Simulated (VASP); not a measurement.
# CrB5 (P6/mmm) in VASP: a series of runs, part 3 of 3

VASP 6.6.1. The steps go on from the part before.

## Step 4: Single point, PBE, collinear spin, ferromagnetic start

This run uses another cell than the first one, of 8.45 Å³/atom.

File INCAR:

```
PREC = Accurate
ENCUT = 520
EDIFF = 1E-6
ISMEAR = 0
SIGMA = 0.1
LREAL = False
LASPH = True
NELM = 150
ALGO = Normal
ISIF = 2
LWAVE = False
LCHARG = False
ISPIN = 2
MAGMOM = 3 0 0 0 0 0
LORBIT = 11
LMAXMIX = 4
GGA = PE
NBANDS = 26
```

File KPOINTS:

```
Automatic mesh
0
Gamma
  6 6 6
```

File POSCAR:

```
CrB5
1.0
    3.9678156500      0.0000000000      0.0000000000
   -1.9839078200      3.4362291500      0.0000000000
    0.0000000000      0.0000000000      3.7164329900
Cr B
1 5
Direct
    0.0000000000      0.0000000000      0.5000000000
    0.3333333300      0.6666666700      0.2351585100
    0.6666666700      0.3333333300      0.2351585100
    0.6666666700      0.3333333300      0.7648414900
    0.3333333300      0.6666666700      0.7648414900
    0.0000000000      0.0000000000      0.0000000000
```

Potentials or basis: VASP PAW PBE potentials, release 64 (Cr_pv, B).

The run is started by

```
> cat potpaw_PBE.64/Cr_pv/POTCAR potpaw_PBE.64/B/POTCAR > POTCAR
> mpirun -np 1 vasp_std > vasp.out
```

OUTCAR:

```text
PREC = Accurate
   ENCUT = 520
   EDIFF = 1E-6
   ISMEAR = 0
   LREAL = False
   LASPH = True
   NELM = 150
   ISIF = 2
   ISPIN = 2
   LORBIT = 11
   GGA = PE

 ion  position               nearest neighbor table
   1  0.000  0.000  0.500-   6 1.86   6 1.86   4 2.49   5 2.49   2 2.49   3 2.49   2 2.49   5 2.49
                             3 2.49   4 2.49   3 2.49   4 2.49   2 2.49   5 2.49
   2  0.333  0.667  0.235-   5 1.75   5 1.97   1 2.49   1 2.49   1 2.49
   3  0.667  0.333  0.235-   4 1.75   4 1.97   1 2.49   1 2.49   1 2.49
   4  0.667  0.333  0.765-   3 1.75   3 1.97   1 2.49   1 2.49   1 2.49
   5  0.333  0.667  0.765-   2 1.75   2 1.97   1 2.49   1 2.49   1 2.49
   6  0.000  0.000  0.000-   1 1.86   1 1.86

  LATTYP: Found a hexagonal cell.
 ALAT       =     3.9678156500
 C/A-ratio  =     0.9366445717

  Lattice vectors:

 A1 = (   3.9678156500,   0.0000000000,   0.0000000000)
 A2 = (  -1.9839078200,   3.4362291500,   0.0000000000)
 A3 = (   0.0000000000,   0.0000000000,   3.7164329900)

Analysis of symmetry for initial positions (statically):
=====================================================================
 Subroutine PRICEL returns:
 Original cell was already a primitive cell.

 Routine SETGRP: Setting up the symmetry group for a
 hexagonal supercell.

 Subroutine GETGRP returns: Found 24 space group operations
 (whereof 24 operations were pure point group operations)
 out of a pool of 24 trial point group operations.

The static configuration has the point symmetry D_6h.

Analysis of symmetry for dynamics (positions and initial velocities):
=====================================================================
 Subroutine PRICEL returns:
 Original cell was already a primitive cell.

 Routine SETGRP: Setting up the symmetry group for a
 hexagonal supercell.

 Subroutine GETGRP returns: Found 24 space group operations
 (whereof 24 operations were pure point group operations)
 out of a pool of 24 trial point group operations.

The dynamic configuration has the point symmetry D_6h.

Analysis of structural, dynamic, and magnetic symmetry:
=====================================================================
 Subroutine PRICEL returns:
 Original cell was already a primitive cell.

 Routine SETGRP: Setting up the symmetry group for a
 hexagonal supercell.

 Subroutine GETGRP returns: Found 24 space group operations
 (whereof 24 operations were pure point group operations)
 out of a pool of 24 trial point group operations.

The overall configuration has the point symmetry D_6h.

 Subroutine INISYM returns: Found 24 space group operations
 (whereof 24 operations are pure point group operations),
 and found     1 'primitive' translations

----------------------------------------------------------------------------------------

                                     Primitive cell

  volume of cell :      50.6711

  direct lattice vectors                    reciprocal lattice vectors
     3.967815650  0.000000000  0.000000000     0.252027838  0.145508340  0.000000000
    -1.983907820  3.436229150  0.000000000     0.000000000  0.291016680  0.000000000
     0.000000000  0.000000000  3.716432990     0.000000000  0.000000000  0.269075213

  length of vectors
     3.967815650  3.967815647  3.716432990     0.291016680  0.291016680  0.269075213

[... 95 lines left out ...]
   ISYM   =      2    0-nonsym 1-usesym 2-fastsym
   POTIM  = 0.5000    time-step for ionic-motion
   TEBEG  =    0.0;   TEEND  =   0.0 temperature during run
   PSTRESS=    0.0 pullay stress
   NELECT =      27.0000    total number of electrons
   NUPDOWN=      -1.0000    fix difference up-down
   EMIN   =  10.00;   EMAX   =-10.00  energy-range for DOS
   EFERMI =   0.00;   METHOD = LEGACY
   ISMEAR =     0;   SIGMA  =   0.10  broadening in eV -4-tet -1-fermi 0-gaus
   EFERMI_NEDOS =   21; number of points for ismear=-14 and -15
   IALGO  =     38    algorithm
   IMIX   =      4    mixing-type and parameters
     AMIX     =   0.40;   BMIX     =  1.00
     AMIX_MAG =   1.60;   BMIX_MAG =  1.00
  volume/ion in A,a.u.               =       8.45        56.99
  Fermi-wavevector in a.u.,A,eV,Ry     =   1.327220  2.508081 23.966823  1.761512
  Thomas-Fermi vector in A             =   2.456548
   LORBIT       =     11    0 simple, 1 ext, 2 COOP (PROOUT), +10 PAW based schemes
   GGA     = PE    functional components
   LHFCALC =     F    Hartree Fock is set to
   AEXX    =    0.0000 exact exchange contribution
   IVDW    =     0    specifies the selected vdW correction
   LEPSILON=     F    determine dielectric tensor
   LRPA    =     F    only Hartree local field effects (RPA)
 spin polarized calculation
 Gauss-broadening in eV      SIGMA  =   0.10
  energy-cutoff  :      520.00
  volume of cell :       50.67
 maximum number of plane-waves:      1392
 NGX is ok and might be reduce to    30
   NGX = 15   NGY = 15   NGZ = 13

 number of electron      27.0000006 magnetization       0.5083634

 Free energy of the ion-electron system (eV)
  ---------------------------------------------------
  ext. energy  EPLUGINS =         0.00000000
  ---------------------------------------------------
  free energy    TOTEN  =       -36.76553047 eV

  energy without entropy =      -36.74865358  energy(sigma->0) =      -36.75709203

 E-fermi :   6.8487     XC(G=0): -12.1682

 val. band max:        6.8436631708   @ k =   0.3333  -0.0000   0.3333
 cond. band min:       6.8649874637   @ k =   0.3333   0.3333   0.3333
 fundamental gap:      0.0213242930
 Fermi energy:         6.8486812759

 spin component 1

 k-point     1 :       0.0000    0.0000    0.0000
  band No.  band energies     occupation
      1     -35.8643      1.00000
      2     -35.8643      1.00000
      3     -35.5980      1.00000
      4      -6.5824      1.00000
      5       0.2548      1.00000
      6       2.2246      1.00000
[... 661 lines left out ...]
     24      15.2352      0.00000
     25      15.5176      0.00000

 [... further k-points ...]

 spin component 2

 k-point     1 :       0.0000    0.0000    0.0000
  band No.  band energies     occupation
      1     -35.3124      1.00000
      2     -35.3124      1.00000
      3     -35.2777      1.00000
      4      -6.5672      1.00000
      5       0.3010      1.00000
      6       2.3146      1.00000
[... 661 lines left out ...]
     24      15.3114      0.00000
     25      15.5113      0.00000

 [... further k-points ...]

 [bands above 25 left out]

------------------------ aborting loop because EDIFF is reached ----------------------------------------

  FORCE on cell =-STRESS in cart. coord.  units (eV):
  Direction    XX          YY          ZZ          XY          YZ          ZX
  --------------------------------------------------------------------------------------
  -------------------------------------------------------------------------------------
  Total       -9.9778612     -9.9778612      4.9636022     -0.0000000      0.0000000      0.0000000
  in kB     -315.4918391   -315.4918390    156.9450552     -0.0000005      0.0000000      0.0000000
  external PRESSURE =    -158.0128743 kB  Pullay stress =       0.0000000 kB

 VOLUME and BASIS-vectors are now :
 -----------------------------------------------------------------------------
  energy-cutoff  :      520.00
  volume of cell :       50.67
      direct lattice vectors                 reciprocal lattice vectors
     3.967815650  0.000000000  0.000000000     0.252027838  0.145508340  0.000000000
    -1.983907820  3.436229150  0.000000000     0.000000000  0.291016680  0.000000000
     0.000000000  0.000000000  3.716432990     0.000000000  0.000000000  0.269075213

 POSITION                                       TOTAL-FORCE (eV/Angst)
 -----------------------------------------------------------------------------------
      0.00000      0.00000      1.85822         0.000000      0.000000      0.000000
     -0.00000      2.29082      0.87395        -0.000000      0.000000      0.985948
      1.98391      1.14541      0.87395         0.000000      0.000000      0.985948
      1.98391      1.14541      2.84248         0.000000     -0.000000     -0.985948
     -0.00000      2.29082      2.84248        -0.000000     -0.000000     -0.985948
      0.00000      0.00000      0.00000         0.000000      0.000000      0.000000
 -----------------------------------------------------------------------------------
    total drift:                               -0.000000     -0.000000      0.000000

  FREE ENERGIE OF THE ION-ELECTRON SYSTEM (eV)
  ---------------------------------------------------
  free  energy   TOTEN  =       -36.7655304730 eV

  energy  without entropy=      -36.7486535825  energy(sigma->0) =      -36.75709203

 total charge

# of ion       s       p       d       tot
------------------------------------------
    1        0.377   6.426   4.467  11.270
    2        0.688   0.966   0.000   1.654
    3        0.688   0.966   0.000   1.654
    4        0.688   0.966   0.000   1.654
    5        0.688   0.966   0.000   1.654
    6        0.797   0.962   0.000   1.758
--------------------------------------------------
tot          3.927  11.250   4.467  19.644

 magnetization (x)

# of ion       s       p       d       tot
------------------------------------------
    1        0.009   0.016   0.468   0.493
    2       -0.004   0.000   0.000  -0.004
    3       -0.004   0.000   0.000  -0.004
    4       -0.004   0.000   0.000  -0.004
    5       -0.004   0.000   0.000  -0.004
    6        0.004  -0.006   0.000  -0.002
--------------------------------------------------
tot         -0.002   0.011   0.468   0.477
```

Wall time 88 s (1 thread of Intel Xeon Platinum 8488C (Sapphire Rapids), shared host); peak memory 0.21 GiB.

What came out:

```
Free energy                                           : -36.7655 eV
Pressure                                              : -15.8 GPa
Largest force                                         : 0.986 eV/Å
Net moment                                            : 0.51 μB per cell
Site moments                                          : Cr +0.49; B -0.00 μB
Valence electrons inside the program's atomic spheres : Cr 11.27; B 1.65, 1.76 (each value once)
```

Forces on the atoms (eV/Å):
```
Cr   0.000  0.000  0.000
B    0.000  0.000  0.986
B    0.000  0.000  0.986
B    0.000  0.000 -0.986
B    0.000  0.000 -0.986
B    0.000  0.000  0.000
```

Levels at points of the mesh, in eV from the Fermi level:
Spin up:
```
           k point  band 10  band 11  band 12  band 13  band 14  band 15  band 16  band 17  band 18  band 19
(0.00, 0.00, 0.00)    -2.85    -2.13    -2.13    -0.87    -0.48    -0.48     1.86     1.86     3.47     3.47
(0.50, 0.00, 0.00)    -2.73    -1.35    -1.23    -1.12    -0.55     2.20     3.21     3.63     4.30     4.30
(0.00, 0.00, 0.50)    -2.96    -2.76    -2.30    -1.56    -1.56    -0.38     2.83     2.83     3.59     3.59
(0.50, 0.00, 0.50)    -3.50    -2.20    -0.86    -0.30    -0.09     1.83     2.44     4.34     5.22     5.55
```
Spin down:
| k point | band 10 | band 11 | band 12 | band 13 | band 14 | band 15 | band 16 | band 17 |
| --- | --- | --- | --- | --- | --- | --- | --- | --- |
| (0.00, 0.00, 0.00) | -2.76 | -2.10 | -2.10 | -0.87 | -0.15 | -0.15 | 2.29 | 2.29 |
| (0.50, 0.00, 0.00) | -2.60 | -1.32 | -0.99 | -0.87 | -0.11 | 2.62 | 3.46 | 3.64 |
| (0.00, 0.00, 0.50) | -2.76 | -2.75 | -2.32 | -1.58 | -1.58 | -0.36 | 2.93 | 2.93 |
| (0.50, 0.00, 0.50) | -3.35 | -2.17 | -0.57 | 0.18 | 0.19 | 2.11 | 2.83 | 4.33 |

Caveat: the cell stands under tension; a cell with one magnetic atom can't hold antiferromagnetic order, which such compounds often take.

## Step 5: Relaxation of cell and atoms, PBE

File INCAR:

```
SYSTEM = CrB5
ALGO = Normal
EDIFF = 1E-7
EDIFFG = -0.01
ENCUT = 600
GGA = PE
IBRION = 2
ISIF = 3
ISMEAR = 0
LASPH = .TRUE.
LCHARG = .FALSE.
LREAL = .FALSE.
LWAVE = .FALSE.
NELM = 100
NSW = 100
PREC = Accurate
SIGMA = 0.1
```

File KPOINTS:

```
k-points
0
G
  12 12 10
  0 0 0
```

File POSCAR:

```
CrB5
1.0
    3.3449771723      0.0000000000      0.0000000000
   -1.6724885861      2.8968352063      0.0000000000
    0.0000000000      0.0000000000      4.1924113423
Cr B
1 5
Direct
    0.0000000000      0.0000000000      0.5000000000
    0.3333333333      0.6666666667      0.2130170424
    0.6666666667      0.3333333333      0.2130170424
    0.6666666667      0.3333333333      0.7869829576
    0.3333333333      0.6666666667      0.7869829576
    0.0000000000      0.0000000000      0.0000000000
```

The run is started by

```
> cat potpaw_PBE.64/Cr_pv/POTCAR potpaw_PBE.64/B/POTCAR > POTCAR
> mpirun -np 1 vasp_std > vasp.out
```

Wall time 5.2 min (1 thread of Intel Xeon Platinum 8488C (Sapphire Rapids), shared host); peak memory 0.24 GiB.

Results (log left out):

| Quantity | Value |
| --- | --- |
| Free energy | -39.0912 eV |
| Relaxed volume | 6.75 Å³/atom |
| Relaxed cell | a = 3.331 Å, b = 3.331 Å, c = 4.217 Å, α = 90.00°, β = 90.00°, γ = 120.00° |
| Space group after relaxing (to 0.1 Å) | P6/mmm (No. 191) |
| Energy gained by relaxing | 0.4 meV/atom |
| Ionic steps | 6 |
| Pressure after relaxing | 0.0 GPa |
| Band gap on the k mesh | zero (an odd number of electrons rules out a gap without spin polarisation) |

Forces on the atoms (eV/Å):
```
Cr   0.000  0.000  0.000
B    0.000  0.000 -0.002
B    0.000  0.000 -0.002
B    0.000  0.000  0.002
B    0.000  0.000  0.002
B    0.000  0.000  0.000
```

The path:
```csv
step,energy change (eV),largest force (eV/Å),pressure (GPa),volume (Å³)
1,0.0000,0.0261,-0.18,40.62
2,-0.0021,0.0212,-0.30,40.58
3,-0.0023,0.0416,-0.34,40.56
4,-0.0025,0.0090,0.39,40.46
5,-0.0025,0.0156,0.24,40.48
6,-0.0026,0.0022,0.04,40.51
```

Final structure:
```
Cr B
1.0
     3.33055    0.00000    0.00000
    -1.66527    2.88434    0.00000
     0.00000    0.00000    4.21739
Cr B
1 5
Direct
  0.00000 0.00000 0.50000
  0.33333 0.66667 0.21276
  0.66667 0.33333 0.21276
  0.66667 0.33333 0.78724
  0.33333 0.66667 0.78724
  0.00000 0.00000 0.00000
```

Levels at points of the mesh, in eV from the Fermi level:
```csv
k point,band 12,band 13,band 14,band 15,band 16,band 17
"(0.00, 0.00, 0.00)",-1.81,-1.81,-0.49,0.16,0.16,1.00
"(0.50, 0.00, 0.00)",-3.65,-0.15,-0.05,2.42,2.69,3.36
"(0.00, 0.00, 0.50)",-3.70,-2.01,-0.46,1.69,1.69,1.69
"(0.50, 0.00, 0.50)",-2.78,-0.07,-0.04,0.80,2.03,3.92
```

Caveat: the run has no spin polarisation, though such a crystal can be magnetic.

## Step 6: Relaxation of cell and atoms, PBE, collinear spin, ferromagnetic start

This run uses another cell than the first one, of 8.45 Å³/atom.

File INCAR:

```
SYSTEM = CrB5
ALGO = Normal
EDIFF = 1E-7
EDIFFG = -0.04
ENCUT = 600
GGA = PE
IBRION = 2
ISIF = 3
ISMEAR = 0
ISPIN = 2
LASPH = .TRUE.
LCHARG = .FALSE.
LMAXMIX = 4
LORBIT = 11
LREAL = .FALSE.
LWAVE = .FALSE.
MAGMOM = 3 0 0 0 0 0
NELM = 150
NSW = 90
PREC = Accurate
SIGMA = 0.1
```

File KPOINTS:

```
k-points
0
G
  6 6 6
  0 0 0
```

File POSCAR:

```
CrB5
1.0
    3.9678156500      0.0000000000      0.0000000000
   -1.9839078200      3.4362291500      0.0000000000
    0.0000000000      0.0000000000      3.7164329900
Cr B
1 5
Direct
    0.0000000000      0.0000000000      0.5000000000
    0.3333333300      0.6666666700      0.2351585100
    0.6666666700      0.3333333300      0.2351585100
    0.6666666700      0.3333333300      0.7648414900
    0.3333333300      0.6666666700      0.7648414900
    0.0000000000      0.0000000000      0.0000000000
```

Potentials or basis: VASP PAW PBE potentials, release 64 (Cr_pv, B).

The run is started by

```
> cat potpaw_PBE.64/Cr_pv/POTCAR potpaw_PBE.64/B/POTCAR > POTCAR
> mpirun -np 1 vasp_std > vasp.out
```

Run time: 12 min. Hardware: 1 thread of Intel Xeon Platinum 8488C (Sapphire Rapids), shared host; peak memory 0.24 GiB.

The run converged. Its results:

| Property | Result |
| --- | --- |
| Free energy | -39.1100 eV |
| Relaxed volume | 6.77 Å³/atom |
| Relaxed cell | a = 3.347 Å, b = 3.347 Å, c = 4.189 Å, α = 90.00°, β = 90.00°, γ = 120.00° |
| Space group after relaxing (to 0.1 Å) | P6/mmm (No. 191) |
| Energy gained by relaxing | 390.2 meV/atom |
| Ionic steps | 14 |
| Pressure after relaxing | 0.0 GPa |
| Largest force after relaxing | 0.028 eV/Å |
| Net moment | 0.00 μB per cell |
| Valence electrons inside the program's atomic spheres | Cr 11.37; B 1.85, 1.69 (each value once) |

Forces in eV/Å, atoms in the order of the input:
```
Cr   0.000  0.000  0.000
B    0.000  0.000  0.028
B    0.000  0.000  0.028
B    0.000  0.000 -0.028
B    0.000  0.000 -0.028
B    0.000  0.000  0.000
```

Stress tensor (GPa, compression positive):
```
-0.36  0.00  0.00
 0.00 -0.36  0.00
 0.00  0.00  0.61
```

The path:
```
step  energy change (eV)  largest force (eV/Å)  pressure (GPa)  volume (Å³)
   1              0.0000                0.9863          -15.82        50.67
   2             -1.4572                0.2152          -12.04        44.57
   3             -1.6565                0.8265           -4.15        42.23
   4             -1.6764                0.9829           -0.57        41.41
   5             -1.9310                1.0428            0.45        40.67
   6             -2.1772                0.4640           18.09        38.35
   7             -2.2630                0.6001            7.62        39.43
   8             -2.2794                0.3551           10.39        39.12
   9             -2.2678                0.6284           -6.14        41.83
  10             -2.3371                0.1168            1.75        40.38
  11             -2.3371                0.1072            1.91        40.35
  12             -2.3404                0.1012           -0.84        40.71
  13             -2.3409                0.0445           -0.08        40.61
  14             -2.3414                0.0279           -0.04        40.64
```

Final structure:
```
Cr B
1.0
     3.34679    0.00000    0.00000
    -1.67339    2.89840    0.00000
     0.00000    0.00000    4.18907
Cr B
1 5
Direct
  0.00000 0.00000 0.50000
  0.33333 0.66667 0.21285
  0.66667 0.33333 0.21285
  0.66667 0.33333 0.78715
  0.33333 0.66667 0.78715
  0.00000 0.00000 0.00000
```

Levels at points of the mesh, in eV from the Fermi level:
Spin up:
| k point | band 11 | band 12 | band 13 | band 14 | band 15 | band 16 | band 17 | band 18 |
| --- | --- | --- | --- | --- | --- | --- | --- | --- |
| (0.00, 0.00, 0.00) | -1.84 | -1.76 | -1.76 | -0.59 | 0.29 | 0.29 | 1.08 | 1.08 |
| (0.50, 0.00, 0.00) | -4.13 | -3.64 | -0.14 | -0.07 | 2.50 | 2.78 | 3.29 | 3.46 |
| (0.00, 0.00, 0.50) | -3.66 | -3.66 | -1.75 | -0.54 | 1.56 | 1.80 | 1.80 | 3.58 |
| (0.50, 0.00, 0.50) | -3.35 | -2.60 | -0.06 | -0.04 | 0.89 | 2.19 | 4.14 | 4.41 |
Spin down:
```csv
k point,band 11,band 12,band 13,band 14,band 15,band 16,band 17,band 18
"(0.00, 0.00, 0.00)",-1.84,-1.76,-1.76,-0.59,0.29,0.29,1.08,1.08
"(0.50, 0.00, 0.00)",-4.13,-3.64,-0.14,-0.07,2.50,2.78,3.29,3.46
"(0.00, 0.00, 0.50)",-3.66,-3.66,-1.75,-0.54,1.56,1.80,1.80,3.58
"(0.50, 0.00, 0.50)",-3.35,-2.60,-0.06,-0.04,0.89,2.19,4.14,4.41
```

Caveat: the volume moved by over 15 % at a fixed basis, so the end points are rough.

## Step 7: Summary

```csv
task,spin,cell,k mesh,cutoff (eV),gap on the mesh (eV),pressure (GPa),moment (μB),largest force (eV/Å)
single point,"collinear, ferromagnetic start","a = 3.345, b = 3.345, c = 4.192 Å, angles 90.0, 90.0, 120.0°, 6 atoms, atomic positions A",6 × 6 × 6,520,none,1.2,1.13,0.24
single point,off,"a = 3.332, b = 3.332, c = 4.216 Å, angles 90.0, 90.0, 120.0°, 6 atoms, atomic positions A",12 × 12 × 10,520,none,0.2,-,0.02
single point,"collinear, ferromagnetic start","a = 3.968, b = 3.968, c = 3.716 Å, angles 90.0, 90.0, 120.0°, 6 atoms, atomic positions B",6 × 6 × 6,520,none,-15.8,0.51,0.99
relaxation of cell and atoms,off,"relaxed from a = 3.345, b = 3.345, c = 4.192 Å, angles 90.0, 90.0, 120.0°, 6 atoms, atomic positions A",12 × 12 × 10,600,none,0.0,-,-
```

Alike in all rows: level PBE; potentials or basis VASP PAW PBE potentials, release 64 (Cr_pv, B); smearing gaussian 0.1 eV.

Caveats: some runs use coarse meshes; a cell with one magnetic atom can't hold antiferromagnetic order, which such compounds often take (at least some runs); the cell stands under tension (at least some runs).

Absolute energies hang on the potentials; compare differences alone.
